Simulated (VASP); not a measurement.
# Ge (P6_3/mmc) in VASP: single point with r2SCAN

Aim: the single point of Ge with r2SCAN.

Everything below comes from runs of VASP 6.6.1. Logs are shortened: lines on timing, memory, paths and dates and some standing lists are left out, and cuts for length are marked.

## 1. The cell of the first run

It takes space group P6_3/mmc (No. 194, hexagonal). The conventional cell has a = 3.996 Å, b = 3.996 Å, c = 6.603 Å, α = 90.00°, β = 90.00°, γ = 120.00°. Within 3.2 Å of Ge (site symmetry 3m) lie 4 Ge at 2.45 to 2.47 Å.

This isn't the form of Ge at room conditions, which is diamond.

## 2. Single point, r2SCAN

File POSCAR:

```
Ge
1.0
    3.9958061321      0.0000000000      0.0000000000
   -1.9979030661      3.4604696190      0.0000000000
    0.0000000000      0.0000000000      6.6025312441
Ge
4
Direct
    0.6666666667      0.3333333333      0.0629657489
    0.3333333333      0.6666666667      0.5629657489
    0.6666666667      0.3333333333      0.4370342511
    0.3333333333      0.6666666667      0.9370342511
```

File INCAR.step1:

```
SYSTEM = Ge
PREC = Accurate
ENCUT = 520
ISMEAR = 0
SIGMA = 0.1
LREAL = .FALSE.
LASPH = .TRUE.
NELM = 60
NBANDS = 36
GGA = PE
ALGO = Normal
EDIFF = 1E-4
LWAVE = .TRUE.
LCHARG = .FALSE.
```

File INCAR.step2:

```
SYSTEM = Ge
PREC = Accurate
ENCUT = 520
EDIFF = 1E-7
ISMEAR = 0
SIGMA = 0.1
LREAL = .FALSE.
LASPH = .TRUE.
NELM = 60
ALGO = Normal
ISIF = 2
LWAVE = .FALSE.
LCHARG = .TRUE.
METAGGA = R2SCAN
LMIXTAU = .TRUE.
LELF = .TRUE.
LVHAR = .TRUE.
NBANDS = 36
ISTART = 1
```

File KPOINTS:

```
regular mesh
0
G
  12 12 6
  0 0 0
```

Potentials or basis: VASP PAW PBE potentials, release 64 (Ge_d).

Started as:

```console
cat potpaw_PBE.64/Ge_d/POTCAR > POTCAR
cp INCAR.step1 INCAR
mpirun -np 1 vasp_std > vasp.out
cp INCAR.step2 INCAR
mpirun -np 1 vasp_std > vasp.out
```

OUTCAR:

```text
SYSTEM = Ge
   PREC = Accurate
   ENCUT = 520
   EDIFF = 1E-7
   ISMEAR = 0
   LREAL = .FALSE.
   LASPH = .TRUE.
   NELM = 60
   ISIF = 2
   METAGGA = R2SCAN
   ISTART = 1

 ion  position               nearest neighbor table
   1  0.667  0.333  0.063-   4 2.45   4 2.45   4 2.45   3 2.47
   2  0.333  0.667  0.563-   3 2.45   3 2.45   3 2.45   4 2.47
   3  0.667  0.333  0.437-   2 2.45   2 2.45   2 2.45   1 2.47
   4  0.333  0.667  0.937-   1 2.45   1 2.45   1 2.45   2 2.47

  LATTYP: Found a hexagonal cell.
 ALAT       =     3.9958061321
 C/A-ratio  =     1.6523652614

  Lattice vectors:

 A1 = (   3.9958061321,   0.0000000000,   0.0000000000)
 A2 = (  -1.9979030661,   3.4604696190,   0.0000000000)
 A3 = (   0.0000000000,   0.0000000000,   6.6025312441)

Analysis of symmetry for initial positions (statically):
=====================================================================
 Subroutine PRICEL returns:
 Original cell was already a primitive cell.

 Routine SETGRP: Setting up the symmetry group for a
 hexagonal supercell.

 Subroutine GETGRP returns: Found 24 space group operations
 (whereof 12 operations were pure point group operations)
 out of a pool of 24 trial point group operations.

The static configuration has the point symmetry D_3d.
 The point group associated with its full space group is D_6h.

Analysis of symmetry for dynamics (positions and initial velocities):
=====================================================================
 Subroutine PRICEL returns:
 Original cell was already a primitive cell.

 Routine SETGRP: Setting up the symmetry group for a
 hexagonal supercell.

 Subroutine GETGRP returns: Found 24 space group operations
 (whereof 12 operations were pure point group operations)
 out of a pool of 24 trial point group operations.

The dynamic configuration has the point symmetry D_3d.
 The point group associated with its full space group is D_6h.

 Subroutine INISYM returns: Found 24 space group operations
 (whereof 12 operations are pure point group operations),
 and found     1 'primitive' translations

----------------------------------------------------------------------------------------

                                     Primitive cell

  volume of cell :      91.2956

  direct lattice vectors                    reciprocal lattice vectors
     3.995806132  0.000000000  0.000000000     0.250262392  0.144489059  0.000000000
    -1.997903066  3.460469619  0.000000000     0.000000000  0.288978119  0.000000000
     0.000000000  0.000000000  6.602531244     0.000000000  0.000000000  0.151457064

  length of vectors
     3.995806132  3.995806132  6.602531244     0.288978119  0.288978119  0.151457064

  position of ions in fractional coordinates (direct lattice)
     0.666666667  0.333333333  0.062965749
     0.333333333  0.666666667  0.562965749
     0.666666667  0.333333333  0.437034251
     0.333333333  0.666666667  0.937034251

  ion indices of the primitive-cell ions
   primitive index   ion index
                 1           1
                 2           2
                 3           3
                 4           4

----------------------------------------------------------------------------------------

 KPOINTS: regular mesh

Automatic generation of k-mesh.
 Grid dimensions read from file:
 generate k-points for:   12   12    6

 Generating k-lattice:

  Cartesian coordinates                     Fractional coordinates (reciprocal lattice)
     0.020855199  0.012040755  0.000000000     0.083333333  0.000000000  0.000000000
     0.000000000  0.024081510  0.000000000     0.000000000  0.083333333  0.000000000
     0.000000000  0.000000000  0.025242844     0.000000000  0.000000000  0.166666667

  Length of vectors
     0.024081510  0.024081510  0.025242844

  Shift w.r.t. Gamma in fractional coordinates (k-lattice)
     0.000000000  0.000000000  0.000000000

 Subroutine IBZKPT returns following result:
 ===========================================

 Found     76 irreducible k-points:

 Following reciprocal coordinates:
            Coordinates               Weight
  0.000000  0.000000  0.000000      1.000000
  0.083333  0.000000  0.000000      6.000000
  0.166667  0.000000  0.000000      6.000000
  0.250000  0.000000  0.000000      6.000000
  0.333333  0.000000  0.000000      6.000000
  0.416667  0.000000  0.000000      6.000000
[... 16 lines left out ...]
  0.250000  0.000000  0.166667     12.000000
  0.333333  0.000000  0.166667     12.000000
 [... further k-points ...]
   k-points           NKPTS =     76   k-points in BZ     NKDIM =     76   number of bands    NBANDS=     36
   number of dos      NEDOS =    301   number of ions     NIONS =      4
   total plane-waves  NPLWV =  45000
   dimension x,y,z NGX =    30 NGY =   30 NGZ =   50
   dimension x,y,z NGXF=    60 NGYF=   60 NGZF=  100
   ions per type =               4
   NGX,Y,Z   is equivalent  to a cutoff of  12.48, 12.48, 12.59 a.u.
   NGXF,Y,Z  is equivalent  to a cutoff of  24.96, 24.96, 25.18 a.u.
 SYSTEM =  Ge
   PREC   = accura    normal or accurate (medium, high low for compatibility)
   ISTART =      1    job   : 0-new  1-cont  2-samecut
   ICHARG =      0    charge: 1-file 2-atom 10-const
   ISPIN  =      1    spin polarized calculation?
   LNONCOLLINEAR =      F non collinear calculations
   LSORBIT =      F    spin-orbit coupling
   LASPH  =      T    aspherical Exc in radial PAW
   ENCUT  =  520.0 eV  38.22 Ry    6.18 a.u.   7.43  7.43 12.28*2*pi/ulx,y,z
   NELM   =     60;   NELMIN=  2; NELMDL=  0     # of ELM steps
   EDIFF  = 0.1E-06   stopping-criterion for ELM
   LREAL  =      F    real-space projection
   EDIFFG = 0.1E-05   stopping-criterion for IOM
   NSW    =      0    number of steps for IOM
   IBRION =     -1    ionic relax: 0-MD 1-quasi-New 2-CG
   NFREE  =      0    steps in history (QN), initial steepest desc. (CG)
   ISIF   =      2    stress and relaxation
   ISYM   =      2    0-nonsym 1-usesym 2-fastsym
   POTIM  = 0.5000    time-step for ionic-motion
   TEBEG  =    0.0;   TEEND  =   0.0 temperature during run
   PSTRESS=    0.0 pullay stress
   NELECT =      56.0000    total number of electrons
   NUPDOWN=      -1.0000    fix difference up-down
   EMIN   =  10.00;   EMAX   =-10.00  energy-range for DOS
   EFERMI =   0.00;   METHOD = LEGACY
   ISMEAR =     0;   SIGMA  =   0.10  broadening in eV -4-tet -1-fermi 0-gaus
   EFERMI_NEDOS =   21; number of points for ismear=-14 and -15
   IALGO  =     38    algorithm
   IMIX   =      4    mixing-type and parameters
     AMIX     =   0.40;   BMIX     =  1.00
     AMIX_MAG =   1.60;   BMIX_MAG =  1.00
  volume/ion in A,a.u.               =      22.82       154.02
  Fermi-wavevector in a.u.,A,eV,Ry     =   1.390980  2.628571 26.324895  1.934825
  Thomas-Fermi vector in A             =   2.514863
   LORBIT       =      0    0 simple, 1 ext, 2 COOP (PROOUT), +10 PAW based schemes
   METAGGA = R2SCAN    functional components
   LHFCALC =     F    Hartree Fock is set to
   AEXX    =    0.0000 exact exchange contribution
   IVDW    =     0    specifies the selected vdW correction
   LEPSILON=     F    determine dielectric tensor
   LRPA    =     F    only Hartree local field effects (RPA)
 non-spin polarized calculation
 Gauss-broadening in eV      SIGMA  =   0.10
  energy-cutoff  :      520.00
  volume of cell :       91.30
 maximum number of plane-waves:      2491
 NGX is ok and might be reduce to    30
   NGX = 15   NGY = 15   NGZ = 25

 number of electron      56.0000055 magnetization

 Free energy of the ion-electron system (eV)
  ---------------------------------------------------
  ext. energy  EPLUGINS =         0.00000000
  ---------------------------------------------------
  free energy    TOTEN  =       -55.41892897 eV

  energy without entropy =      -55.41872633  energy(sigma->0) =      -55.41882765

 E-fermi :   4.9524     XC(G=0): -10.7721

 val. band max:        4.9011857165   @ k =   0.0000   0.0000   0.0000
 cond. band min:       4.9765151154   @ k =   0.0000   0.0000   0.0000
 fundamental gap:      0.0753293989
 Fermi energy:         4.9524064013

 k-point     1 :       0.0000    0.0000    0.0000
  band No.  band energies     occupation
      1     -20.7997      2.00000
      2     -20.7997      2.00000
      3     -20.7595      2.00000
      4     -20.7595      2.00000
      5     -20.7595      2.00000
      6     -20.7467      2.00000
[... 28 lines left out ...]
     35       9.6009      0.00000
     36      11.4831      0.00000

 k-point     2 :       0.0833    0.0000    0.0000
  band No.  band energies     occupation
      1     -20.8046      2.00000
      2     -20.8012      2.00000
      3     -20.7643      2.00000
      4     -20.7621      2.00000
      5     -20.7595      2.00000
      6     -20.7405      2.00000
[... 28 lines left out ...]
     35       9.9284      0.00000
     36      11.7867      0.00000

 k-point     3 :       0.1667    0.0000    0.0000
  band No.  band energies     occupation
      1     -20.8130      2.00000
      2     -20.8044      2.00000
      3     -20.7735      2.00000
      4     -20.7678      2.00000
      5     -20.7586      2.00000
      6     -20.7307      2.00000
[... 28 lines left out ...]
     35      10.7826      0.00000
     36      10.9890      0.00000

 k-point     4 :       0.2500    0.0000    0.0000
  band No.  band energies     occupation
      1     -20.8185      2.00000
      2     -20.8071      2.00000
      3     -20.7831      2.00000
      4     -20.7736      2.00000
      5     -20.7547      2.00000
      6     -20.7231      2.00000
[... 28 lines left out ...]
     35      11.6180      0.00000
     36      11.9464      0.00000

 k-point     5 :       0.3333    0.0000    0.0000
  band No.  band energies     occupation
      1     -20.8197      2.00000
      2     -20.8086      2.00000
      3     -20.7924      2.00000
      4     -20.7780      2.00000
      5     -20.7473      2.00000
      6     -20.7181      2.00000
[... 655 lines left out ...]
 k-point    22 :       0.1667    0.0000    0.1667
  band No.  band energies     occupation
      1     -20.8102      2.00000
      2     -20.8025      2.00000
      3     -20.7719      2.00000
      4     -20.7714      2.00000
      5     -20.7621      2.00000
      6     -20.7319      2.00000
[... 28 lines left out ...]
     35      10.5627      0.00000
     36      11.4103      0.00000

 k-point    23 :       0.2500    0.0000    0.1667
  band No.  band energies     occupation
      1     -20.8153      2.00000
      2     -20.8053      2.00000
      3     -20.7808      2.00000
      4     -20.7766      2.00000
      5     -20.7582      2.00000
      6     -20.7242      2.00000
[... 28 lines left out ...]
     35      11.4417      0.00000
     36      11.6865      0.00000

 k-point    24 :       0.3333    0.0000    0.1667
  band No.  band energies     occupation
      1     -20.8162      2.00000
      2     -20.8069      2.00000
      3     -20.7894      2.00000
      4     -20.7806      2.00000
      5     -20.7506      2.00000
      6     -20.7189      2.00000
[... 28 lines left out ...]
     35      12.3020      0.00000
     36      12.8666      0.00000

 [... further k-points ...]
[... 5 lines left out ...]
  --------------------------------------------------------------------------------------
  -------------------------------------------------------------------------------------
  Total        0.0335017      0.0335017      0.0365445     -0.0000000      0.0000000      0.0000000
  in kB        0.5879325      0.5879325      0.6413317     -0.0000000      0.0000000      0.0000000
  external PRESSURE =       0.6057322 kB  Pullay stress =       0.0000000 kB

 VOLUME and BASIS-vectors are now :
 -----------------------------------------------------------------------------
  energy-cutoff  :      520.00
  volume of cell :       91.30
      direct lattice vectors                 reciprocal lattice vectors
     3.995806132  0.000000000  0.000000000     0.250262392  0.144489059  0.000000000
    -1.997903066  3.460469619  0.000000000     0.000000000  0.288978119  0.000000000
     0.000000000  0.000000000  6.602531244     0.000000000  0.000000000  0.151457064

 POSITION                                       TOTAL-FORCE (eV/Angst)
 -----------------------------------------------------------------------------------
      1.99790      1.15349      0.41573        -0.000000      0.000000      0.006422
     -0.00000      2.30698      3.71700         0.000000      0.000000      0.006422
      1.99790      1.15349      2.88553        -0.000000      0.000000     -0.006422
     -0.00000      2.30698      6.18680         0.000000     -0.000000     -0.006422
 -----------------------------------------------------------------------------------
    total drift:                               -0.000000      0.000000     -0.000000

  FREE ENERGIE OF THE ION-ELECTRON SYSTEM (eV)
  ---------------------------------------------------
  free  energy   TOTEN  =       -55.4189289675 eV

  energy  without entropy=      -55.4187263258  energy(sigma->0) =      -55.41882765
```

It took 10 min on 1 thread of Intel Xeon Platinum 8488C (Sapphire Rapids), shared host; peak memory 0.32 GiB.

Results:

```
Free energy            : -55.4189 eV
Pressure               : 0.1 GPa
Largest force          : 0.006 eV/Å
Band gap on the k mesh : 0.08 eV
```

Forces on the atoms (eV/Å):
```
Ge   0.000  0.000  0.006
Ge   0.000  0.000  0.006
Ge   0.000  0.000 -0.006
Ge   0.000  0.000 -0.006
```

Caveat: the PAW data sets were made with another functional, which shifts forces and pressure a little.
